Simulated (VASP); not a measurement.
# RbCaBr3 (Cmmm) in VASP: a series of runs, part 2 of 2

VASP 6.6.1. Earlier steps stand in the parts before.

### 3 Single point, LDA (strain +0.0125 x Voigt [0, 0, 0, 0, 0, 1])

Contents of INCAR:

```
SYSTEM = RbCaBr3
  PREC = Accurate
  ENCUT = 520
  EDIFF = 1E-6
  ISMEAR = 0
  SIGMA = 0.05
  LREAL = .False.
  LASPH = .True.
  NELM = 60
  ALGO = Normal
  ISIF = 2
  LWAVE = .False.
  LCHARG = .True.
  LELF = .True.
  LVHAR = .True.
  NBANDS = 28
```

Contents of KPOINTS:

```
regular mesh
0
Gamma
  4 4 4
  0 0 0
```

Contents of POSCAR:

```
RbCaBr3
1.0
    5.7366900000      0.0358543125      0.0000000000
    0.0358543125      5.7366900000      0.0000000000
    0.0000000000      0.0000000000      5.7366900000
Rb Ca Br
1 1 3
Direct
    0.5000000000      0.5000000000      0.5000000000
    0.0000000000      0.0000000000      0.0000000000
    0.5000000000      0.0000000000      0.0000000000
    0.0000000000      0.5000000000      0.0000000000
    0.0000000000      0.0000000000      0.5000000000
```

Potentials or basis: VASP PAW LDA potentials, release 64 (Rb_sv, Ca_sv, Br).

On the command line:

```bash
$ cat potpaw_LDA.64/Rb_sv/POTCAR potpaw_LDA.64/Ca_sv/POTCAR potpaw_LDA.64/Br/POTCAR > POTCAR
$ mpirun -np 1 vasp_std > vasp.out
```

It took 2.3 min on 1 thread of Oxide Virtual Turin-like, shared host; peak memory 0.28 GiB.

Results (log left out):

```
Free energy            : -19.1698 eV
Pressure               : -2.4 GPa
Band gap on the k mesh : 3.68 eV, indirect (least direct gap 3.96 eV)
```

Stress tensor (GPa, compression positive):
```
-2.38 -0.08  0.00
-0.08 -2.38  0.00
 0.00  0.00 -2.38
```

Levels at points of the mesh, in eV from the valence-band top:
| k point | band 17 | band 18 | band 19 | band 20 | band 21 | band 22 | band 23 | band 24 |
| --- | --- | --- | --- | --- | --- | --- | --- | --- |
| (0.00, 0.00, 0.00) | -0.55 | -0.32 | -0.30 | -0.28 | 3.68 | 4.55 | 4.56 | 4.57 |
| (0.50, 0.00, 0.00) | -0.90 | -0.72 | -0.42 | -0.42 | 4.70 | 5.32 | 5.62 | 5.62 |
| (0.50, 0.50, 0.00) | -0.93 | -0.88 | -0.88 | -0.02 | 5.65 | 5.67 | 5.74 | 6.19 |
| (0.00, 0.00, 0.50) | -0.90 | -0.72 | -0.45 | -0.38 | 4.70 | 5.32 | 5.62 | 5.62 |
| (0.50, 0.00, 0.50) | -0.94 | -0.88 | -0.88 | -0.02 | 5.66 | 5.66 | 5.75 | 6.19 |
| (0.50, 0.50, 0.50) | -1.40 | -0.01 | 0.00 | 0.00 | 5.22 | 5.98 | 6.00 | 6.03 |

Caveat: the cell differs from its parent crystal (strain +0.0125 x Voigt [0, 0, 0, 0, 0, 1]). A k mesh can miss the band edges.

### 4 Single point, LDA (strain +0.0075 x Voigt [0, 0, 0, 0, 0, 1])

Contents of INCAR:

```
ALGO = Normal ; EDIFF = 1E-6
ENCUT = 520 ; ISIF = 2
ISMEAR = 0 ; LASPH = T
LCHARG = F ; LREAL = F
LWAVE = F ; NBANDS = 28
NELM = 60 ; PREC = Accurate
SIGMA = 0.05
```

Contents of KPOINTS:

```
k-points
0
Gamma
  4 4 4
```

Edit POSCAR of step 3 so:

```diff
@@ -2,4 +2,4 @@
 1.0
-    5.7366900000      0.0358543125      0.0000000000
-    0.0358543125      5.7366900000      0.0000000000
+    5.7366900000      0.0215125875      0.0000000000
+    0.0215125875      5.7366900000      0.0000000000
     0.0000000000      0.0000000000      5.7366900000
```

On the command line:

```bash
$ cat potpaw_LDA.64/Rb_sv/POTCAR potpaw_LDA.64/Ca_sv/POTCAR potpaw_LDA.64/Br/POTCAR > POTCAR
$ mpirun -np 1 vasp_std > vasp.out
```

Run time: 2.1 min. Hardware: 1 thread of Oxide Virtual Turin-like, shared host; peak memory 0.29 GiB.

Results (log left out):

| Item | Value |
| --- | --- |
| Free energy | -19.1701 eV |
| Pressure | -2.4 GPa |
| Band gap on the k mesh | 3.68 eV, indirect (least direct gap 3.97 eV) |

Levels at points of the mesh, in eV from the valence-band top:
| k point | band 16 | band 17 | band 18 | band 19 | band 20 | band 21 | band 22 | band 23 | band 24 | band 25 |
| --- | --- | --- | --- | --- | --- | --- | --- | --- | --- | --- |
| (0.00, 0.00, 0.00) | -0.56 | -0.55 | -0.31 | -0.30 | -0.29 | 3.68 | 4.56 | 4.56 | 4.57 | 5.75 |
| (0.50, 0.00, 0.00) | -0.90 | -0.90 | -0.72 | -0.42 | -0.42 | 4.70 | 5.32 | 5.62 | 5.62 | 5.63 |
| (0.50, 0.50, 0.00) | -0.95 | -0.93 | -0.88 | -0.88 | -0.02 | 5.66 | 5.67 | 5.74 | 6.19 | 6.46 |
| (0.00, 0.00, 0.50) | -0.90 | -0.90 | -0.72 | -0.44 | -0.40 | 4.70 | 5.33 | 5.62 | 5.62 | 5.63 |
| (0.50, 0.00, 0.50) | -0.94 | -0.94 | -0.88 | -0.88 | -0.02 | 5.66 | 5.66 | 5.75 | 6.19 | 6.46 |
| (0.50, 0.50, 0.50) | -1.40 | -1.40 | 0.00 | 0.00 | 0.00 | 5.22 | 5.99 | 6.00 | 6.02 | 6.29 |

Caveat: the cell differs from its parent crystal (strain +0.0075 x Voigt [0, 0, 0, 0, 0, 1]). A k mesh can miss the band edges.

### 5 Single point, LDA (strain +0.0025 x Voigt [0, 0, 0, 0, 0, 1])

Contents of INCAR:

```
PREC = Accurate
ENCUT = 520
EDIFF = 1E-7
ISMEAR = 0
SIGMA = 0.05
LREAL = F
LASPH = T
NELM = 100
ALGO = Normal
ISIF = 2
LWAVE = F
LCHARG = T
GGA = CA
LELF = T
LVHAR = T
NBANDS = 28
```

Contents of KPOINTS:

```
regular mesh
0
Gamma
  4 4 4
```

Edit POSCAR of step 4 so:

```diff
@@ -2,4 +2,4 @@
 1.0
-    5.7366900000      0.0215125875      0.0000000000
-    0.0215125875      5.7366900000      0.0000000000
+    5.7366900000      0.0071708625      0.0000000000
+    0.0071708625      5.7366900000      0.0000000000
     0.0000000000      0.0000000000      5.7366900000
```

Potentials or basis: VASP PAW LDA potentials, release 64 (Rb_sv, Ca_sv, Br).

On the command line:

```bash
$ cat potpaw_LDA.64/Rb_sv/POTCAR potpaw_LDA.64/Ca_sv/POTCAR potpaw_LDA.64/Br/POTCAR > POTCAR
$ mpirun -np 1 vasp_std > vasp.out
```

OUTCAR:

```text
PREC = Accurate
   ENCUT = 520
   EDIFF = 1E-7
   ISMEAR = 0
   LREAL = F
   LASPH = T
   NELM = 100
   ISIF = 2
   GGA = CA

 ion  position               nearest neighbor table
   1  0.500  0.500  0.500-   5 4.05   5 4.05   3 4.06   4 4.06   3 4.06   3 4.06   3 4.06   4 4.06
                             4 4.06   4 4.06   5 4.06   5 4.06
   2  0.000  0.000  0.000-   5 2.87   5 2.87   3 2.87   4 2.87   4 2.87   3 2.87
   3  0.500  0.000  0.000-   2 2.87   2 2.87   1 4.06   1 4.06   1 4.06   1 4.06
[... 854 lines left out ...]
  -------------------------------------------------------------------------------------
  Total       -2.8004256     -2.8004256     -2.8004539     -0.0181323      0.0000000      0.0000000
  in kB      -23.7657298    -23.7657298    -23.7659696     -0.1538789      0.0000000      0.0000000
  external PRESSURE =     -23.7658097 kB  Pullay stress =       0.0000000 kB

 VOLUME and BASIS-vectors are now :
 -----------------------------------------------------------------------------
  energy-cutoff  :      520.00
  volume of cell :      188.79
      direct lattice vectors                 reciprocal lattice vectors
     5.736690000  0.007170862  0.000000000     0.174316821 -0.000217896  0.000000000
     0.007170862  5.736690000  0.000000000    -0.000217896  0.174316821  0.000000000
     0.000000000  0.000000000  5.736690000     0.000000000  0.000000000  0.174316548

 POSITION                                       TOTAL-FORCE (eV/Angst)
 -----------------------------------------------------------------------------------
      2.87193      2.87193      2.86835         0.000000      0.000000      0.000000
      0.00000      0.00000      0.00000        -0.000000      0.000000      0.000000
      2.86835      0.00359      0.00000        -0.000000      0.000000      0.000000
      0.00359      2.86835      0.00000        -0.000000      0.000000      0.000000
      0.00000      0.00000      2.86835        -0.000000      0.000000      0.000000
 -----------------------------------------------------------------------------------
    total drift:                                0.000000     -0.000000      0.000000

  FREE ENERGIE OF THE ION-ELECTRON SYSTEM (eV)
  ---------------------------------------------------
  free  energy   TOTEN  =       -19.1702767858 eV

  energy  without entropy=      -19.1702767858  energy(sigma->0) =      -19.17027679
```

OSZICAR:

```text
N       E                     dE             d eps       ncg     rms          rms(c)
DAV:   1     0.302099093160E+03    0.30210E+03   -0.17200E+04  1176   0.122E+03
DAV:   2     0.544372989650E+01   -0.29666E+03   -0.28988E+03  1480   0.272E+02
DAV:   3    -0.188565212611E+02   -0.24300E+02   -0.24229E+02  1712   0.765E+01
DAV:   4    -0.195926491387E+02   -0.73613E+00   -0.73456E+00  1976   0.120E+01
DAV:   5    -0.196101179512E+02   -0.17469E-01   -0.17468E-01  1668   0.136E+00    0.459E+00
DAV:   6    -0.192786801418E+02    0.33144E+00   -0.50987E-01  1396   0.255E+00    0.279E+00
DAV:   7    -0.191808160697E+02    0.97864E-01   -0.29620E-01  1564   0.214E+00    0.859E-01
DAV:   8    -0.191710164269E+02    0.97996E-02   -0.31875E-02  1756   0.794E-01    0.166E-01
DAV:   9    -0.191704047755E+02    0.61165E-03   -0.18071E-03  1672   0.242E-01    0.749E-02
DAV:  10    -0.191702873228E+02    0.11745E-03   -0.37476E-04  1908   0.892E-02    0.273E-02
DAV:  11    -0.191702758647E+02    0.11458E-04   -0.67871E-05  1660   0.429E-02    0.816E-03
DAV:  12    -0.191702767400E+02   -0.87533E-06   -0.50529E-06  1888   0.916E-03    0.350E-03
DAV:  13    -0.191702767858E+02   -0.45733E-07   -0.84482E-07  1532   0.538E-03
   1 F= -.19170277E+02 E0= -.19170277E+02  d E =-.373680E-12
```

Wall time 2.5 min (1 thread of Oxide Virtual Turin-like, shared host); peak memory 0.29 GiB.

Results:

```yaml
Free_energy: -19.1703 eV
Pressure: -2.4 GPa
Band_gap_on_the_k_mesh: 3.69 eV, indirect (least direct gap 3.98 eV)
```

Caveat: the cell differs from its parent crystal (strain +0.0025 x Voigt [0, 0, 0, 0, 0, 1]). A k mesh can miss the band edges.

### 6 Overview

```csv
cell,gap on the mesh (eV),pressure (GPa)
"a = 5.737 Å, angles 90.0, 90.0, 89.0°, 5 atoms",3.68,-2.4
"a = 5.737 Å, angles 90.0, 90.0, 89.3°, 5 atoms",3.68,-2.4
"a = 5.737 Å, angles 90.0, 90.0, 89.6°, 5 atoms",3.68,-2.4
"a = 5.737 Å, angles 90.0, 90.0, 89.9°, 5 atoms",3.69,-2.4
```

Alike in all rows: task single point; level LDA; potentials or basis VASP PAW LDA potentials, release 64 (Rb_sv, Ca_sv, Br); no spin polarisation; k mesh 4 × 4 × 4; cutoff (eV) 520; smearing gaussian 0.05 eV.

Total energies depend on the potentials used, so only differences within one code and one set of settings carry meaning.
